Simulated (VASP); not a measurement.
# Li (Cmme) in VASP: notebook

The runs below take Li through single point, with PBEsol+D3(BJ).

Program: VASP 6.6.1. These are calculated values, not measurements. Logs are shortened: lines on timing, memory, paths and dates and some standing lists are left out, and cuts for length are marked.

### Step 1. The cell of the first run

The structure is orthorhombic, space group Cmme (No. 67). The conventional cell has a = 4.023 Å, b = 4.191 Å, c = 4.023 Å, α = 90.00°, β = 90.00°, γ = 90.00°. Within 3.4 Å of Li (site symmetry mm2) lie 12 Li at 2.59 to 3.18 Å.

### Step 2. Single point, PBEsol+D3(BJ)

INCAR reads:

```
SYSTEM = Li
PREC = Accurate ; ENCUT = 520
EDIFF = 1E-6 ; ISMEAR = 0
SIGMA = 0.15 ; LREAL = .FALSE.
LASPH = .TRUE. ; NELM = 100
ALGO = Fast ; ISIF = 2
LWAVE = .FALSE. ; LCHARG = .TRUE.
GGA = PS ; IVDW = 12
LELF = .TRUE. ; LVHAR = .TRUE.
NBANDS = 10
```

KPOINTS reads:

```
Automatic mesh
0
G
  16 16 10
  0 0 0
```

POSCAR reads:

```
Li
1.0
    0.0000000000     -2.0116598259     -2.0954789853
    0.0000000000      2.0116598259     -2.0954789853
    4.0233196518      0.0000000000      0.0000000000
Li
2
Direct
    0.5000000000      0.5000000000      0.4525168228
    0.0000000000      0.0000000000      0.0474831772
```

Potentials or basis: VASP PAW PBE potentials, release 64 (Li_sv).

Run with:

```bash
$ cat potpaw_PBE.64/Li_sv/POTCAR > POTCAR
$ mpirun -np 1 vasp_std > vasp.out
```

OUTCAR:

```text
SYSTEM = Li
   PREC = Accurate
   ENCUT = 520
   EDIFF = 1E-6
   ISMEAR = 0
   LREAL = .FALSE.
   LASPH = .TRUE.
   NELM = 100
   ISIF = 2
   GGA = PS
   IVDW = 12
 IVDW          = 12

 ion  position               nearest neighbor table
   1  0.500  0.500  0.453-   2 2.59   2 2.59
   2  0.000  0.000  0.047-   1 2.59   1 2.59

  LATTYP: Found a base centered orthorhombic cell.
 ALAT       =     4.0233196518
 B/A-ratio  =     1.0416666667
 C/A-ratio  =     1.0000000000

  Lattice vectors:

 A1 = (   0.0000000000,  -2.0116598259,   2.0954789853)
 A2 = (   0.0000000000,  -2.0116598259,  -2.0954789853)
 A3 = (   4.0233196518,   0.0000000000,   0.0000000000)

Analysis of symmetry for initial positions (statically):
=====================================================================
 Subroutine PRICEL returns:
 Original cell was already a primitive cell.

 Routine SETGRP: Setting up the symmetry group for a
 base centered orthorhombic supercell.

 Subroutine GETGRP returns: Found  8 space group operations
 (whereof  4 operations were pure point group operations)
 out of a pool of  8 trial point group operations.

The static configuration has the point symmetry C_2v.
 The point group associated with its full space group is D_2h.

Analysis of symmetry for dynamics (positions and initial velocities):
=====================================================================
 Subroutine PRICEL returns:
 Original cell was already a primitive cell.

 Routine SETGRP: Setting up the symmetry group for a
 base centered orthorhombic supercell.

 Subroutine GETGRP returns: Found  8 space group operations
 (whereof  4 operations were pure point group operations)
 out of a pool of  8 trial point group operations.

The dynamic configuration has the point symmetry C_2v.
 The point group associated with its full space group is D_2h.

 Subroutine INISYM returns: Found  8 space group operations
 (whereof  4 operations are pure point group operations),
 and found     1 'primitive' translations

----------------------------------------------------------------------------------------

                                     Primitive cell

  volume of cell :      33.9197

  direct lattice vectors                    reciprocal lattice vectors
     0.000000000 -2.011659826 -2.095478985     0.000000000 -0.248550969 -0.238608931
     0.000000000  2.011659826 -2.095478985     0.000000000  0.248550969 -0.238608931
     4.023319652  0.000000000  0.000000000     0.248550969  0.000000000  0.000000000

  length of vectors
     2.904790428  2.904790428  4.023319652     0.344545797  0.344545797  0.248550969

  position of ions in fractional coordinates (direct lattice)
     0.500000000  0.500000000  0.452516823
     0.000000000  0.000000000  0.047483177

  ion indices of the primitive-cell ions
   primitive index   ion index
                 1           1
                 2           2

----------------------------------------------------------------------------------------

 KPOINTS: Automatic mesh

Automatic generation of k-mesh.
 Grid dimensions read from file:
 generate k-points for:   16   16   10

 Generating k-lattice:

  Cartesian coordinates                     Fractional coordinates (reciprocal lattice)
     0.000000000 -0.015534436 -0.014913058     0.062500000  0.000000000  0.000000000
     0.000000000  0.015534436 -0.014913058     0.000000000  0.062500000  0.000000000
     0.024855097  0.000000000  0.000000000     0.000000000  0.000000000  0.100000000

  Length of vectors
     0.021534112  0.021534112  0.024855097

  Shift w.r.t. Gamma in fractional coordinates (k-lattice)
     0.000000000  0.000000000  0.000000000

 Subroutine IBZKPT returns following result:
 ===========================================

 Found    438 irreducible k-points:

 Following reciprocal coordinates:
            Coordinates               Weight
  0.000000  0.000000  0.000000      1.000000
  0.062500  0.000000  0.000000      4.000000
  0.125000  0.000000  0.000000      4.000000
  0.187500  0.000000  0.000000      4.000000
  0.250000  0.000000  0.000000      4.000000
  0.312500  0.000000  0.000000      4.000000
[... 16 lines left out ...]
 -0.125000  0.062500  0.000000      4.000000
 -0.062500  0.062500  0.000000      2.000000
 [... further k-points ...]
   k-points           NKPTS =    438   k-points in BZ     NKDIM =    438   number of bands    NBANDS=     10
   number of dos      NEDOS =    301   number of ions     NIONS =      2
   total plane-waves  NPLWV =  17280
   dimension x,y,z NGX =    24 NGY =   24 NGZ =   30
   dimension x,y,z NGXF=    48 NGYF=   48 NGZF=   60
   ions per type =               2
   NGX,Y,Z   is equivalent  to a cutoff of  13.74, 13.74, 12.40 a.u.
   NGXF,Y,Z  is equivalent  to a cutoff of  27.47, 27.47, 24.79 a.u.
 SYSTEM =  Li
   PREC   = accura    normal or accurate (medium, high low for compatibility)
   ISTART =      0    job   : 0-new  1-cont  2-samecut
   ICHARG =      2    charge: 1-file 2-atom 10-const
   ISPIN  =      1    spin polarized calculation?
   LNONCOLLINEAR =      F non collinear calculations
   LSORBIT =      F    spin-orbit coupling
   LASPH  =      T    aspherical Exc in radial PAW
   ENCUT  =  520.0 eV  38.22 Ry    6.18 a.u.   5.40  5.40  7.48*2*pi/ulx,y,z
   NELM   =    100;   NELMIN=  2; NELMDL= -5     # of ELM steps
   EDIFF  = 0.1E-05   stopping-criterion for ELM
   LREAL  =      F    real-space projection
   EDIFFG = 0.1E-04   stopping-criterion for IOM
   NSW    =      0    number of steps for IOM
   IBRION =     -1    ionic relax: 0-MD 1-quasi-New 2-CG
   NFREE  =      0    steps in history (QN), initial steepest desc. (CG)
   ISIF   =      2    stress and relaxation
   ISYM   =      2    0-nonsym 1-usesym 2-fastsym
   POTIM  = 0.5000    time-step for ionic-motion
   TEBEG  =    0.0;   TEEND  =   0.0 temperature during run
   PSTRESS=    0.0 pullay stress
   NELECT =       6.0000    total number of electrons
   NUPDOWN=      -1.0000    fix difference up-down
   EMIN   =  10.00;   EMAX   =-10.00  energy-range for DOS
   EFERMI =   0.00;   METHOD = LEGACY
   ISMEAR =     0;   SIGMA  =   0.15  broadening in eV -4-tet -1-fermi 0-gaus
   EFERMI_NEDOS =   21; number of points for ismear=-14 and -15
   IALGO  =     68    algorithm
   IMIX   =      4    mixing-type and parameters
     AMIX     =   0.40;   BMIX     =  1.00
     AMIX_MAG =   1.60;   BMIX_MAG =  1.00
  volume/ion in A,a.u.               =      16.96       114.45
  Fermi-wavevector in a.u.,A,eV,Ry     =   0.918984  1.736627 11.490541  0.844531
  Thomas-Fermi vector in A             =   2.044127
   LORBIT       =      0    0 simple, 1 ext, 2 COOP (PROOUT), +10 PAW based schemes
   GGA     = PS    functional components
   LHFCALC =     F    Hartree Fock is set to
   AEXX    =    0.0000 exact exchange contribution
   IVDW    =    12    specifies the selected vdW correction
   LEPSILON=     F    determine dielectric tensor
   LRPA    =     F    only Hartree local field effects (RPA)
 non-spin polarized calculation
 RMM-DIIS sequential band-by-band and
 Gauss-broadening in eV      SIGMA  =   0.15
  energy-cutoff  :      520.00
  volume of cell :       33.92
 maximum number of plane-waves:       936
 NGX is ok and might be reduce to    24
   NGX = 11   NGY = 11   NGZ = 15

 number of electron       5.9999982 magnetization

 Free energy of the ion-electron system (eV)
  ---------------------------------------------------
  ext. energy  EPLUGINS =         0.00000000
  ---------------------------------------------------
  free energy    TOTEN  =        -3.71241078 eV

  energy without entropy =       -3.70249514  energy(sigma->0) =       -3.70745296

 E-fermi :   1.1351     XC(G=0):  -7.4496

 val. band max:        1.1350515046   @ k =  -0.4375   0.1875   0.4000
 cond. band min:       1.1434453192   @ k =   0.1875   0.0625   0.3000
 fundamental gap:      0.0083938146
 Fermi energy:         1.1351444646

 k-point     1 :       0.0000    0.0000    0.0000
  band No.  band energies     occupation
      1     -44.5225      2.00000
      2     -44.4458      2.00000
      3      -2.5934      2.00000
      4       3.2538      0.00000
      5       6.2916      0.00000
      6      10.1633      0.00000
      7      10.3960      0.00000
      8      12.7172      0.00000
      9      17.3321      0.00000
     10      17.6228      0.00000

 k-point     2 :       0.0625    0.0000    0.0000
  band No.  band energies     occupation
      1     -44.5213      2.00000
      2     -44.4460      2.00000
      3      -2.5454      2.00000
      4       3.3198      0.00000
      5       6.2419      0.00000
      6       9.6054      0.00000
      7      10.3496      0.00000
      8      13.5265      0.00000
      9      17.0121      0.00000
     10      17.2025      0.00000

 k-point     3 :       0.1250    0.0000    0.0000
  band No.  band energies     occupation
      1     -44.5178      2.00000
      2     -44.4469      2.00000
      3      -2.4019      2.00000
      4       3.5177      0.00000
      5       5.9929      0.00000
      6       8.6814      0.00000
      7      10.5348      0.00000
      8      14.8562      0.00000
      9      16.0497      0.00000
     10      16.2925      0.00000

 k-point     4 :       0.1875    0.0000    0.0000
  band No.  band energies     occupation
      1     -44.5123      2.00000
      2     -44.4484      2.00000
      3      -2.1619      2.00000
      4       3.8470      0.00000
      5       5.3392      0.00000
      6       8.2227      0.00000
      7      10.8565      0.00000
      8      14.4470      0.00000
      9      15.2678      0.00000
     10      16.2715      0.00000
[... 222 lines left out ...]
 k-point    22 :      -0.1875    0.0625    0.0000
  band No.  band energies     occupation
      1     -44.5107      2.00000
      2     -44.4491      2.00000
      3      -2.1012      2.00000
      4       3.9296      0.00000
      5       5.3713      0.00000
      6       7.8361      0.00000
      7      10.7602      0.00000
      8      14.5083      0.00000
      9      15.0755      0.00000
     10      16.8292      0.00000

 k-point    23 :      -0.1250    0.0625    0.0000
  band No.  band energies     occupation
      1     -44.5163      2.00000
      2     -44.4474      2.00000
      3      -2.3455      2.00000
      4       3.5946      0.00000
      5       5.9999      0.00000
      6       8.2573      0.00000
      7      10.4849      0.00000
      8      15.4840      0.00000
      9      15.9697      0.00000
     10      16.0352      0.00000

 k-point    24 :      -0.0625    0.0625    0.0000
  band No.  band energies     occupation
      1     -44.5199      2.00000
      2     -44.4465      2.00000
      3      -2.4934      2.00000
      4       3.3912      0.00000
      5       6.2000      0.00000
      6       9.1285      0.00000
      7      10.2967      0.00000
      8      14.2636      0.00000
      9      16.7254      0.00000
     10      16.8490      0.00000

 [... further k-points ...]

------------------------ aborting loop because EDIFF is reached ----------------------------------------

 Edisp (eV)   -0.35891

 E8    (eV) :    -0.2301

  FORCE on cell =-STRESS in cart. coord.  units (eV):
  Direction    XX          YY          ZZ          XY          YZ          ZX
  --------------------------------------------------------------------------------------
  -------------------------------------------------------------------------------------
  Total       0.41132     0.62239     0.53033     0.00000     0.00000     0.00000
  in kB      19.42852    29.39813    25.04969     0.00000     0.00000     0.00000
  external pressure =       24.63 kB  Pullay stress =        0.00 kB

 VOLUME and BASIS-vectors are now :
 -----------------------------------------------------------------------------
  energy-cutoff  :      520.00
  volume of cell :       33.92
      direct lattice vectors                 reciprocal lattice vectors
     0.000000000 -2.011659826 -2.095478985     0.000000000 -0.248550969 -0.238608931
     0.000000000  2.011659826 -2.095478985     0.000000000  0.248550969 -0.238608931
     4.023319652  0.000000000  0.000000000     0.248550969  0.000000000  0.000000000

 POSITION                                       TOTAL-FORCE (eV/Angst)
 -----------------------------------------------------------------------------------
      1.82062      0.00000     -2.09548         0.888148      0.000000     -0.000000
      0.19104      0.00000      0.00000        -0.888148      0.000000      0.000000
 -----------------------------------------------------------------------------------
    total drift:                                0.000000      0.000000     -0.000000

  FREE ENERGIE OF THE ION-ELECTRON SYSTEM (eV)
  ---------------------------------------------------
  free  energy   TOTEN  =        -4.0713170555 eV

  energy  without entropy=       -4.0614014241  energy(sigma->0) =       -4.06635924
```

Run time: 1.8 min. Hardware: 1 thread of Intel Xeon Platinum 8175M at 2.50GHz (Skylake/Cascade Lake), shared host; peak memory 0.23 GiB.

What came out:

* Free energy: -4.0713 eV
* Largest force: 0.888 eV/Å
* Band gap on the k mesh: zero (band 3 reaches 3.85 eV, above the bottom of band 4 at -0.93 eV)
* Dispersion energy per atom: -0.179 eV

Forces in eV/Å, atoms in the order of the input:
```
Li   0.888  0.000  0.000
Li  -0.888  0.000  0.000
```

Caveat: the cutoff is under 1.25 times the usual one of these potentials, so pressure, stress and relaxed cells hold a basis-set (Pulay) error; the PAW data sets were made with another functional, which shifts forces and pressure a little; pairwise dispersion overbinds metals, which lowers pressure and volume.

(Part 1 of 2 ends here.)
